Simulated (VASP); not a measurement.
**AlSi16 (a cell with a defect): single point with PBE**

AlSi16 (a cell with a defect):

```
CELL_PARAMETERS angstrom
0.00000 5.43000 5.43000
5.43000 0.00000 5.43000
5.43000 5.43000 0.00000
ATOMIC_POSITIONS crystal
Si 0.97729 0.03521 0.98512
Si 0.11119 0.14231 0.15005
Si 0.97056 0.03095 0.49603
Si 0.09122 0.18290 0.63132
Si 0.04616 0.48196 0.98868
Si 0.16423 0.61730 0.12244
Si 0.03055 0.53965 0.48298
Si 0.15681 0.65064 0.61228
Si 0.50900 0.95253 0.00340
Si 0.59369 0.11452 0.12367
Si 0.47904 0.04048 0.48902
Si 0.59885 0.13041 0.63008
Si 0.50506 0.46119 0.01983
Si 0.65991 0.57621 0.14197
Si 0.51389 0.48661 0.52856
Si 0.61435 0.65567 0.65930
Al 0.79513 0.71778 0.23679
```

```json
{
  "Program": "VASP 6.6.1",
  "Task": "single point",
  "Functional": "PBE",
  "Potentials or basis": "VASP PAW PBE potentials, release 64 (Si, Al)",
  "Cutoff": "520 eV",
  "k mesh": "2 × 2 × 2",
  "Occupations": "fermi-dirac, width 0.05 eV",
  "Spin": "collinear spin",
  "Starting moments": "[0.0, 0.0, 0.0, 0.0, 0.0, 0.0, 0.0, 0.0, 0.0, 0.0, 0.0, 0.0, 0.0, 0.0, 0.0, 0.0, 1.0] μB",
  "Dipole correction": "no",
  "Further INCAR settings": "LREAL = Auto; ALGO = Normal; EDIFF = 1e-07; NBANDS = 52"
}
```

| Quantity | Value |
| --- | --- |
| Pressure | 6.3 GPa |
| Largest force | 3.740 eV/Å |
| Net moment | 0.00 μB per cell |
| Valence electrons inside the program's atomic spheres | Si 1.64, 1.72, 1.69, 1.70, 1.74, 1.66, 1.73, 1.75, 1.68, 1.63 (each value once); Al 0.84 |

Forces in eV/Å, atoms in the order of the input:
```
Si   1.029  1.873 -0.748
Si  -3.685 -0.125 -0.621
Si   1.571  2.090 -0.317
Si  -2.303 -0.616 -0.136
Si   1.144 -1.183  1.303
Si   0.406 -1.493  0.799
Si   1.133 -0.436 -1.234
Si   0.979 -0.573 -0.236
Si   0.674 -0.954 -0.684
Si  -0.805  1.067 -0.002
Si  -0.505 -0.762 -1.794
Si   0.267  1.527  0.516
Si   0.117  0.702  2.446
Si  -0.664 -0.910 -1.169
Si   0.291  0.166  1.710
Si  -1.219 -0.426  0.455
Al   1.572  0.051 -0.288
```

Stress tensor (GPa, compression positive):
```
 5.75 -0.69 -0.47
-0.69  6.52 -2.04
-0.47 -2.04  6.63
```

Levels at points of the mesh, in eV from the Fermi level:
Spin up:
| k point | band 31 | band 32 | band 33 | band 34 | band 35 | band 36 |
| --- | --- | --- | --- | --- | --- | --- |
| (0.00, 0.00, 0.00) | -1.00 | -0.64 | -0.51 | -0.41 | -0.15 | -0.01 |
| (0.50, 0.00, 0.00) | -1.42 | -0.93 | -0.44 | 0.11 | 0.48 | 0.55 |
| (0.00, 0.50, 0.00) | -1.22 | -0.80 | -0.44 | 0.15 | 0.16 | 0.69 |
| (0.00, 0.00, 0.50) | -1.25 | -1.10 | -0.64 | 0.26 | 0.31 | 0.79 |
| (0.50, 0.50, 0.50) | -1.27 | -1.09 | -0.56 | -0.12 | 0.30 | 0.58 |
| (0.50, 0.50, 0.00) | -1.61 | -1.51 | -0.28 | 0.17 | 1.06 | 1.16 |
| (0.00, 0.50, 0.50) | -1.69 | -1.44 | -0.18 | 0.32 | 1.02 | 1.19 |
| (0.50, 0.00, 0.50) | -1.69 | -1.59 | -0.16 | 0.17 | 0.96 | 1.24 |
Spin down:
```csv
k point,band 31,band 32,band 33,band 34,band 35,band 36
"(0.00, 0.00, 0.00)",-1.00,-0.64,-0.51,-0.41,-0.15,-0.01
"(0.50, 0.00, 0.00)",-1.42,-0.93,-0.44,0.11,0.48,0.55
"(0.00, 0.50, 0.00)",-1.22,-0.80,-0.44,0.15,0.16,0.69
"(0.00, 0.00, 0.50)",-1.25,-1.10,-0.64,0.26,0.31,0.79
"(0.50, 0.50, 0.50)",-1.27,-1.09,-0.56,-0.12,0.30,0.58
"(0.50, 0.50, 0.00)",-1.61,-1.51,-0.28,0.17,1.06,1.16
"(0.00, 0.50, 0.50)",-1.69,-1.44,-0.18,0.32,1.02,1.19
"(0.50, 0.00, 0.50)",-1.69,-1.59,-0.16,0.17,0.96,1.24
```

Run time: 5 min on 1 thread of Intel(R) Xeon(R) 6975P-C (Granite Rapids), on a shared host, peak memory 0.71 GiB.

Caveat: the k points lie up to 0.50 Å⁻¹ apart; the atoms stand as in a frame of molecular dynamics.
